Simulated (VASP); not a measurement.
Write the native input for VASP 6.6.1 that does the following.

- Task: single point
- Functional: PBEsol
- Potentials or basis: VASP PAW PBE potentials, release 64 (Al, Ni)
- Cutoff: 520 eV
- k mesh: 14 × 14 × 12
- Occupations: gaussian, width 0.1 eV
- Spin: no spin polarisation
- Dipole correction: no
- Further INCAR settings: ALGO = Normal; EDIFF = 1e-06; NBANDS = 14

The structure of AlNi lies in POSCAR:

```
AlNi
1.0
    1.9386940000     -1.9531901500      0.0000000000
    1.9386940000      1.9531901500      0.0000000000
    0.0000000000      0.0000000000      3.0994300413
Al Ni
1 1
Direct
    0.0000000000      0.0000000000      0.0000000000
    0.5000000000      0.5000000000      0.5000000000
```

One way to write it, as run:

INCAR

```
SYSTEM = AlNi
PREC = Accurate ; ENCUT = 520
EDIFF = 1E-6 ; ISMEAR = 0
SIGMA = 0.1 ; LREAL = .False.
LASPH = .True. ; NELM = 100
ALGO = Normal ; ISIF = 2
LWAVE = .False. ; LCHARG = .False.
GGA = PS ; NBANDS = 14
```

KPOINTS

```
regular mesh
0
Gamma
  14 14 12
  0 0 0
```

Potentials or basis: VASP PAW PBE potentials, release 64 (Al, Ni).

Command:

```bash
$ cat potpaw_PBE.64/Al/POTCAR potpaw_PBE.64/Ni/POTCAR > POTCAR
$ mpirun -np 1 vasp_std > vasp.out
```

It gave:

| Item | Value |
| --- | --- |
| Pressure | 0.6 GPa |
| Band gap on the k mesh | zero (an odd number of electrons rules out a gap without spin polarisation) |

Caveat: the stress differs along the axes, from -4 to 4 GPa; the PAW data sets were made with another functional, which shifts forces and pressure a little.

It took 64 s on 1 thread of Intel(R) Xeon(R) Platinum 8259CL CPU @ 2.50GHz (Skylake/Cascade Lake), with other jobs on the host, peak memory 0.24 GiB.
